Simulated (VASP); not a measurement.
# Ru (P6_3/mmc) in VASP: relaxation of cell and atoms with PBE

Aim: the relaxation of cell and atoms of Ru with PBE.

Program: VASP 6.6.1. These are calculated values, not measurements. Logs are shortened: lines on timing, memory, paths and dates and some standing lists are left out, and cuts for length are marked.

## (1) The cell of the first run

The structure is hexagonal, space group P6_3/mmc (No. 194). Conventional cell: a = 2.697 Å, b = 2.697 Å, c = 4.370 Å, α = 90.00°, β = 90.00°, γ = 120.00°. Ru (site symmetry -6m2) has 12 Ru at 2.68 to 2.70 Å within 3.5 Å.

## (2) Relaxation of cell and atoms, PBE

Input file INCAR:

```
SYSTEM = Ru
ALGO = Normal
EDIFF = 1E-6
EDIFFG = -0.005
ENCUT = 600
GGA = PE
IBRION = 2
ISIF = 3
ISMEAR = -1
LASPH = .TRUE.
LCHARG = .FALSE.
LREAL = .FALSE.
LWAVE = .FALSE.
NELM = 60
NSW = 60
PREC = Accurate
SIGMA = 0.08
```

Input file KPOINTS:

```
k-points
0
G
  18 18 10
  0 0 0
```

Input file POSCAR:

```
Ru
1.0
    2.6974396414      0.0000000000      0.0000000000
   -1.3487198207      2.3360512546      0.0000000000
    0.0000000000      0.0000000000      4.3698522191
Ru
2
Direct
    0.3333333333      0.6666666667      0.2500000000
    0.6666666667      0.3333333333      0.7500000000
```

Potentials or basis: VASP PAW PBE potentials, release 64 (Ru_pv).

Run with:

```bash
cat potpaw_PBE.64/Ru_pv/POTCAR > POTCAR
mpirun -np 1 vasp_std > vasp.out
```

OUTCAR:

```text
SYSTEM = Ru
   EDIFF = 1E-6
   EDIFFG = -0.005
   ENCUT = 600
   GGA = PE
   IBRION = 2
   ISIF = 3
   ISMEAR = -1
   LASPH = .TRUE.
   LREAL = .FALSE.
   NELM = 60
   NSW = 60
   PREC = Accurate

 ion  position               nearest neighbor table
   1  0.333  0.667  0.250-   2 2.68   2 2.68   2 2.68   2 2.68   2 2.68   2 2.68
   2  0.667  0.333  0.750-   1 2.68   1 2.68   1 2.68   1 2.68   1 2.68   1 2.68

  LATTYP: Found a hexagonal cell.
 ALAT       =     2.6974396414
 C/A-ratio  =     1.6200000000

  Lattice vectors:

 A1 = (   2.6974396414,   0.0000000000,   0.0000000000)
 A2 = (  -1.3487198207,   2.3360512546,   0.0000000000)
 A3 = (   0.0000000000,   0.0000000000,   4.3698522191)

Analysis of symmetry for initial positions (statically):
=====================================================================
 Subroutine PRICEL returns:
 Original cell was already a primitive cell.

 Routine SETGRP: Setting up the symmetry group for a
 hexagonal supercell.

 Subroutine GETGRP returns: Found 24 space group operations
 (whereof 12 operations were pure point group operations)
 out of a pool of 24 trial point group operations.

The static configuration has the point symmetry D_3d.
 The point group associated with its full space group is D_6h.

Analysis of symmetry for dynamics (positions and initial velocities):
=====================================================================
 Subroutine PRICEL returns:
 Original cell was already a primitive cell.

 Routine SETGRP: Setting up the symmetry group for a
 hexagonal supercell.

 Subroutine GETGRP returns: Found 24 space group operations
 (whereof 12 operations were pure point group operations)
 out of a pool of 24 trial point group operations.

The dynamic configuration has the point symmetry D_3d.
 The point group associated with its full space group is D_6h.

 Subroutine INISYM returns: Found 24 space group operations
 (whereof 12 operations are pure point group operations),
 and found     1 'primitive' translations

----------------------------------------------------------------------------------------

                                     Primitive cell

  volume of cell :      27.5360

  direct lattice vectors                    reciprocal lattice vectors
     2.697439641  0.000000000  0.000000000     0.370721919  0.214036400  0.000000000
    -1.348719821  2.336051255  0.000000000     0.000000000  0.428072799  0.000000000
     0.000000000  0.000000000  4.369852219     0.000000000  0.000000000  0.228840691

  length of vectors
     2.697439641  2.697439641  4.369852219     0.428072799  0.428072799  0.228840691

  position of ions in fractional coordinates (direct lattice)
     0.333333333  0.666666667  0.250000000
     0.666666667  0.333333333  0.750000000

  ion indices of the primitive-cell ions
   primitive index   ion index
                 1           1
                 2           2

----------------------------------------------------------------------------------------

 KPOINTS: k-points

Automatic generation of k-mesh.
 Grid dimensions read from file:
 generate k-points for:   18   18   10

 Generating k-lattice:

  Cartesian coordinates                     Fractional coordinates (reciprocal lattice)
     0.020595662  0.011890911  0.000000000     0.055555556 -0.000000000  0.000000000
     0.000000000  0.023781822  0.000000000     0.000000000  0.055555556  0.000000000
     0.000000000  0.000000000  0.022884069     0.000000000  0.000000000  0.100000000

  Length of vectors
     0.023781822  0.023781822  0.022884069

  Shift w.r.t. Gamma in fractional coordinates (k-lattice)
     0.000000000  0.000000000  0.000000000

 Subroutine IBZKPT returns following result:
 ===========================================

 Found    222 irreducible k-points:

 Following reciprocal coordinates:
            Coordinates               Weight
  0.000000  0.000000  0.000000      1.000000
  0.055556 -0.000000  0.000000      6.000000
  0.111111 -0.000000  0.000000      6.000000
  0.166667 -0.000000  0.000000      6.000000
  0.222222 -0.000000  0.000000      6.000000
  0.277778 -0.000000  0.000000      6.000000
[... 16 lines left out ...]
  0.333333  0.111111  0.000000     12.000000
  0.388889  0.111111  0.000000     12.000000
 [... further k-points ...]
   k-points           NKPTS =    222   k-points in BZ     NKDIM =    222   number of bands    NBANDS=     18
   number of dos      NEDOS =    301   number of ions     NIONS =      2
   total plane-waves  NPLWV =  20736
   dimension x,y,z NGX =    24 NGY =   24 NGZ =   36
   dimension x,y,z NGXF=    48 NGYF=   48 NGZF=   72
   ions per type =               2
   NGX,Y,Z   is equivalent  to a cutoff of  14.79, 14.79, 13.70 a.u.
   NGXF,Y,Z  is equivalent  to a cutoff of  29.58, 29.58, 27.39 a.u.
 SYSTEM =  Ru
   PREC   = accura    normal or accurate (medium, high low for compatibility)
   ISTART =      0    job   : 0-new  1-cont  2-samecut
   ICHARG =      2    charge: 1-file 2-atom 10-const
   ISPIN  =      1    spin polarized calculation?
   LNONCOLLINEAR =      F non collinear calculations
   LSORBIT =      F    spin-orbit coupling
   LASPH  =      T    aspherical Exc in radial PAW
   ENCUT  =  600.0 eV  44.10 Ry    6.64 a.u.   5.39  5.39  8.73*2*pi/ulx,y,z
   NELM   =     60;   NELMIN=  2; NELMDL= -5     # of ELM steps
   EDIFF  = 0.1E-05   stopping-criterion for ELM
   LREAL  =      F    real-space projection
   EDIFFG = -.5E-02   stopping-criterion for IOM
   NSW    =     60    number of steps for IOM
   IBRION =      2    ionic relax: 0-MD 1-quasi-New 2-CG
   NFREE  =      1    steps in history (QN), initial steepest desc. (CG)
   ISIF   =      3    stress and relaxation
   ISYM   =      2    0-nonsym 1-usesym 2-fastsym
   POTIM  = 0.5000    time-step for ionic-motion
   TEBEG  =    0.0;   TEEND  =   0.0 temperature during run
   PSTRESS=    0.0 pullay stress
   NELECT =      28.0000    total number of electrons
   NUPDOWN=      -1.0000    fix difference up-down
   EMIN   =  10.00;   EMAX   =-10.00  energy-range for DOS
   EFERMI =   0.00;   METHOD = LEGACY
   ISMEAR =    -1;   SIGMA  =   0.08  broadening in eV -4-tet -1-fermi 0-gaus
   EFERMI_NEDOS =   21; number of points for ismear=-14 and -15
   IALGO  =     38    algorithm
   IMIX   =      4    mixing-type and parameters
     AMIX     =   0.40;   BMIX     =  1.00
     AMIX_MAG =   1.60;   BMIX_MAG =  1.00
  volume/ion in A,a.u.               =      13.77        92.91
  Fermi-wavevector in a.u.,A,eV,Ry     =   1.646243  3.110948 36.873358  2.710115
  Thomas-Fermi vector in A             =   2.735904
   LORBIT       =      0    0 simple, 1 ext, 2 COOP (PROOUT), +10 PAW based schemes
   GGA     = PE    functional components
   LHFCALC =     F    Hartree Fock is set to
   AEXX    =    0.0000 exact exchange contribution
   IVDW    =     0    specifies the selected vdW correction
   LEPSILON=     F    determine dielectric tensor
   LRPA    =     F    only Hartree local field effects (RPA)
 conjugate gradient relaxation of ions
 non-spin polarized calculation
  energy-cutoff  :      600.00
  volume of cell :       27.54
 maximum number of plane-waves:       954
 NGX is ok and might be reduce to    24
   NGX = 11   NGY = 11   NGZ = 17

--------------------------------------- Ionic step        1  -------------------------------------------

 number of electron      28.0000001 magnetization

 Free energy of the ion-electron system (eV)
  ---------------------------------------------------
  ext. energy  EPLUGINS =         0.00000000
  ---------------------------------------------------
  free energy    TOTEN  =       -18.46970236 eV

  energy without entropy =      -18.43494408  energy(sigma->0) =      -18.45232322

------------------------ aborting loop because EDIFF is reached ----------------------------------------

  FORCE on cell =-STRESS in cart. coord.  units (eV):
  Direction    XX          YY          ZZ          XY          YZ          ZX
  --------------------------------------------------------------------------------------
  -------------------------------------------------------------------------------------
  Total        0.6176335      0.6176335     -1.3313147     -0.0000000      0.0000000      0.0000000
  in kB       35.9368981     35.9368981    -77.4623117     -0.0000000      0.0000000      0.0000000
  external PRESSURE =      -1.8628385 kB  Pullay stress =       0.0000000 kB
[... 89 lines left out ...]
  FREE ENERGIE OF THE ION-ELECTRON SYSTEM (eV)
  ---------------------------------------------------
  free  energy   TOTEN  =       -18.4861289656 eV

  energy  without entropy=      -18.4500100230  energy(sigma->0) =      -18.46806949

[... ionic steps 4 to 10 ...]

--------------------------------------- Ionic step       11  -------------------------------------------

 number of electron      28.0000004 magnetization

------------------------ aborting loop because EDIFF is reached ----------------------------------------

  FORCE on cell =-STRESS in cart. coord.  units (eV):
  Direction    XX          YY          ZZ          XY          YZ          ZX
  --------------------------------------------------------------------------------------
  -------------------------------------------------------------------------------------
  Total        0.0126982      0.0126982      0.0196997      0.0000000     -0.0000000      0.0000000
  in kB        0.7391687      0.7391687      1.1467287      0.0000000     -0.0000000      0.0000000
  external PRESSURE =       0.8750220 kB  Pullay stress =       0.0000000 kB
[... 57 lines left out ...]
  energy  without entropy=      -18.4499730056  energy(sigma->0) =      -18.46806910

--------------------------------------- Ionic step       13  -------------------------------------------

 number of electron      28.0000004 magnetization

 Free energy of the ion-electron system (eV)
  ---------------------------------------------------
  ext. energy  EPLUGINS =         0.00000000
  ---------------------------------------------------
  free energy    TOTEN  =       -18.48616593 eV

  energy without entropy =      -18.44997090  energy(sigma->0) =      -18.46806842

 E-fermi :  12.5939     XC(G=0): -14.0335

 val. band max:       12.5850112916   @ k =   0.4444   0.1111   0.5000
 cond. band min:      12.5966712730   @ k =   0.0000   0.0000   0.2000
 fundamental gap:      0.0116599814
 Fermi energy:        12.5938626010

 k-point     1 :       0.0000    0.0000    0.0000
  band No.  band energies     occupation
      1     -31.0080      2.00000
      2     -30.1160      2.00000
      3     -30.1160      2.00000
      4     -29.9513      2.00000
      5     -29.9513      2.00000
      6     -29.9111      2.00000
[... 10 lines left out ...]
     17      13.7479      0.00000
     18      13.8913      0.00000
[... 466 lines left out ...]
      2     -30.6036      2.00000
      3     -30.5491      2.00000
      4     -30.3703      2.00000
      5     -30.1902      2.00000
      6     -30.1150      2.00000
[... 10 lines left out ...]
     17      16.2647      0.00000
     18      19.8729      0.00000

 [... further k-points ...]

------------------------ aborting loop because EDIFF is reached ----------------------------------------

  FORCE on cell =-STRESS in cart. coord.  units (eV):
  Direction    XX          YY          ZZ          XY          YZ          ZX
  --------------------------------------------------------------------------------------
  -------------------------------------------------------------------------------------
  Total       -0.0001160     -0.0001160     -0.0017766     -0.0000000      0.0000000     -0.0000000
  in kB       -0.0067490     -0.0067490     -0.1033878     -0.0000000      0.0000000     -0.0000000
  external PRESSURE =      -0.0389620 kB  Pullay stress =       0.0000000 kB
[... 17 lines left out ...]
  FREE ENERGIE OF THE ION-ELECTRON SYSTEM (eV)
  ---------------------------------------------------
  free  energy   TOTEN  =       -18.4861659266 eV

  energy  without entropy=      -18.4499709035  energy(sigma->0) =      -18.46806842

 reached required accuracy - stopping structural energy minimisation
```

It took 9.9 min on 1 thread of Intel Xeon 8259CL, shared host; peak memory 0.26 GiB.

What came out:

| Property | Result |
| --- | --- |
| Free energy | -18.4862 eV |
| Relaxed volume | 13.77 Å³/atom |
| Relaxed cell | a = 2.720 Å, b = 2.720 Å, c = 4.296 Å, α = 90.00°, β = 90.00°, γ = 120.00° |
| Space group after relaxing (to 0.1 Å) | P6_3/mmc (No. 194) |
| Energy gained by relaxing | 8.2 meV/atom |
| Ionic steps | 13 |
| Pressure after relaxing | 0.0 GPa |
| Band gap on the k mesh | zero (bands 14 and 15 overlap by 3.07 eV) |

Step by step:
```tsv
step	energy change (eV)	largest force (eV/Å)	pressure (GPa)	volume (Å³)
1	0.0000	0.0000	-0.19	27.54
2	-0.0040	0.0000	1.36	27.45
3	-0.0164	0.0000	0.37	27.50
4	-0.0164	0.0000	0.39	27.50
5	-0.0162	0.0000	-0.97	27.61
6	-0.0165	0.0000	0.06	27.53
7	-0.0165	0.0000	-0.03	27.53
8	-0.0165	0.0000	-0.02	27.53
9	-0.0165	0.0000	-0.05	27.53
10	-0.0165	0.0000	0.17	27.52
11	-0.0165	0.0000	0.09	27.52
12	-0.0165	0.0000	0.04	27.53
13	-0.0165	0.0000	0.00	27.53
```

Final structure:
```cif
data_structure
_symmetry_space_group_name_H-M 'P 1'
_symmetry_Int_Tables_number 1
_cell_length_a 2.7203
_cell_length_b 2.7203
_cell_length_c 4.2961
_cell_angle_alpha 90.000
_cell_angle_beta 90.000
_cell_angle_gamma 120.000
_cell_volume 27.53
loop_
_atom_site_label
_atom_site_type_symbol
_atom_site_fract_x
_atom_site_fract_y
_atom_site_fract_z
_atom_site_occupancy
Ru1 Ru 0.33333 0.66667 0.25000 1
Ru2 Ru 0.66667 0.33333 0.75000 1
```
